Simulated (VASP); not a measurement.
A run of VASP 6.6.1 is set up as follows.

File INCAR:

```
SYSTEM = CdPtC6N6
ALGO = Normal ; EDIFF = 1E-8
ENCUT = 520 ; GGA = PE
ISIF = 2 ; ISMEAR = -1
LASPH = .TRUE. ; LCHARG = .FALSE.
LEFG = .TRUE. ; LREAL = .FALSE.
LWAVE = .FALSE. ; NBANDS = 51
NELM = 80 ; PREC = Accurate
SIGMA = 0.05
```

File KPOINTS:

```
k-points
0
G
  5 5 5
  0 0 0
```

The input POSCAR:

```
CdPtC6N6
1.0
    0.0000000000      5.4737000000      5.4737000000
    5.4737000000      0.0000000000      5.4737000000
    5.4737000000      5.4737000000      0.0000000000
Cd Pt C N
1 1 6 6
Direct
    0.5000000000      0.5000000000      0.5000000000
    0.0000000000      0.0000000000      0.0000000000
    0.1861000000      0.1861000000      0.8139000000
    0.8139000000      0.8139000000      0.1861000000
    0.8139000000      0.1861000000      0.1861000000
    0.1861000000      0.8139000000      0.8139000000
    0.1861000000      0.8139000000      0.1861000000
    0.8139000000      0.1861000000      0.8139000000
    0.2857000000      0.2857000000      0.7143000000
    0.7143000000      0.7143000000      0.2857000000
    0.7143000000      0.2857000000      0.2857000000
    0.2857000000      0.7143000000      0.7143000000
    0.2857000000      0.7143000000      0.2857000000
    0.7143000000      0.2857000000      0.7143000000
```

Potentials or basis: VASP PAW PBE potentials, release 64 (Cd, Pt, C, N).

The run is started by

```sh
$ cat potpaw_PBE.64/Cd/POTCAR potpaw_PBE.64/Pt/POTCAR potpaw_PBE.64/C/POTCAR potpaw_PBE.64/N/POTCAR > POTCAR
$ mpirun -np 1 vasp_std > vasp.out
```

Problem. What does it give for the pressure?

Solution. 10.9 GPa.

Problem. Predict the largest force.

Solution. 11.303 eV/Å.

Problem. Predict the band gap on the k mesh.

Solution. 5.44 eV (least direct gap 5.55 eV).

Electric field gradients, principal values (V/Å²):
| atom | least | middle | greatest (by size) |
| --- | --- | --- | --- |
| 1 Cd | -0.002 | -0.002 | 0.005 |
| 2 Pt | -0.001 | -0.001 | 0.001 |
| 3 C | 26.804 | 26.804 | -53.608 |
| 4 C | 26.804 | 26.804 | -53.608 |
| 5 C | 26.804 | 26.804 | -53.608 |
| 6 C | 26.804 | 26.804 | -53.608 |
| 7 C | 26.804 | 26.804 | -53.608 |
| 8 C | 26.804 | 26.804 | -53.608 |
| 9 N | 43.905 | 43.905 | -87.810 |
| 10 N | 43.905 | 43.905 | -87.810 |
| 11 N | 43.905 | 43.905 | -87.810 |
| 12 N | 43.905 | 43.905 | -87.810 |
| 13 N | 43.905 | 43.905 | -87.810 |
| 14 N | 43.905 | 43.905 | -87.810 |

Caveat: the cell stands under pressure; without QUAD_EFG the Cq values of the log hold for a quadrupole moment of 1 mb, not for the nuclei; spin-orbit coupling is left out, which moves the levels of the heavy elements; an odd mesh through Γ misses points on the zone boundary, where band edges can lie; forces of over 1 eV/Å act on the atoms, so gaps and moduli don't describe the material at rest.
